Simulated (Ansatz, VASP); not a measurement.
## Two plane-wave programs on SiC

```
Si C
1.0
     0.02699    2.17274    2.17274
     2.17274    0.02699    2.17274
     2.17274    2.17274    0.02699
Si C
1 1
Direct
  0.00012 0.00012 0.00012
  0.24988 0.24988 0.24988
```

Change from the starting cell: strained cell.

Alike in both runs: task relaxation of the atoms; functional PBEsol; k mesh 9 × 9 × 9; occupations gaussian, width 0.02 eV; no spin polarisation.

```csv
,VASP,Ansatz
version,VASP 6.6.1,Ansatz 0.2.0
potentials or method,"VASP PAW PBE potentials, release 64 (Si, C), cutoff 520 eV","scalar-relativistic, plane waves, PAW"
valence electrons in the cell,8,8
```

Ansatz gave:

* gap on the k mesh at the Fermi level, each at its own relaxed structure (eV): 1.29

Problem. Estimate VASP's values.

Solution. gap on the k mesh at the Fermi level, each at its own relaxed structure (eV): 1.28.

VASP's potentials were made for PBE, not for PBEsol. Ansatz's warnings: stress scf threshold loose.
